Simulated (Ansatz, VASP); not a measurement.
NaCl in VASP and in Ansatz

Contents of INCAR:

```
  ALGO = Normal
  EDIFF = 1E-7
  ENCUT = 520
  GGA = PS
  ISIF = 2
  ISMEAR = 0
  LASPH = T
  LCHARG = T
  LELF = T
  LREAL = F
  LVHAR = T
  LWAVE = F
  NBANDS = 14
  NELM = 100
  PREC = Accurate
  SIGMA = 0.05
```

File KPOINTS:

```
k-points
0
Gamma
  8 8 8
```

POSCAR

```
NaCl
1.0
    0.0000000000      2.5105043688      2.5105043688
    2.5105043688      0.0000000000      2.5105043688
    2.5105043688      2.5105043688      0.0000000000
Na Cl
1 1
Direct
    0.0000000000      0.0000000000      0.0000000000
    0.5000000000      0.5000000000      0.5000000000
```

Input for Ansatz:

```yaml
crystal:
  lattice:
    - [0.0, 2.5105043688, 2.5105043688]
    - [2.5105043688, 0.0, 2.5105043688]
    - [2.5105043688, 2.5105043688, 0.0]
  atoms:
    - { symbol: Na, position: [0.0, 0.0, 0.0] }
    - { symbol: Cl, position: [0.5, 0.5, 0.5] }
basis:
  ecutwfc: 420
  ecutrho_ratio: 4
kpoints:
  mp_grid: { grid: [8, 8, 8] }
hamiltonian:
  xc: pbesol
scf:
  occupations: { method: gaussian, width: 0.05 }
output:
  forces: true
  stress: true
  eigenvalues: true
```

Alike in both runs: task single point; functional PBEsol; k mesh 8 × 8 × 8; occupations gaussian, width 0.05 eV; no spin polarisation.

|  | VASP | Ansatz |
| --- | --- | --- |
| version | VASP 6.6.1 | Ansatz 0.2.0 |
| potentials or method | VASP PAW PBE potentials, release 64 (Na_pv, Cl), cutoff 520 eV | scalar-relativistic, plane waves, PAW |
| valence electrons in the cell | 14 | 16 |

Ansatz gave:

| Quantity | Value |
| --- | --- |
| gap on the k mesh at the Fermi level (eV) | 6.62 |
| least direct gap on the mesh (eV) | 6.62 |
| pressure (GPa) | 18.4 |

**Question.** What did VASP give for the same quantities?

**Answer.** gap on the k mesh at the Fermi level (eV): 6.62; least direct gap on the mesh (eV): 6.62; pressure (GPa): 18.7.

VASP's potentials were made for PBE, not for PBEsol. The functional is the same, so the differences come from potentials, cutoffs and numerics. VASP's potentials hold 14 valence electrons a cell and Ansatz's 16, so a difference there can come from the potentials and not from the codes.
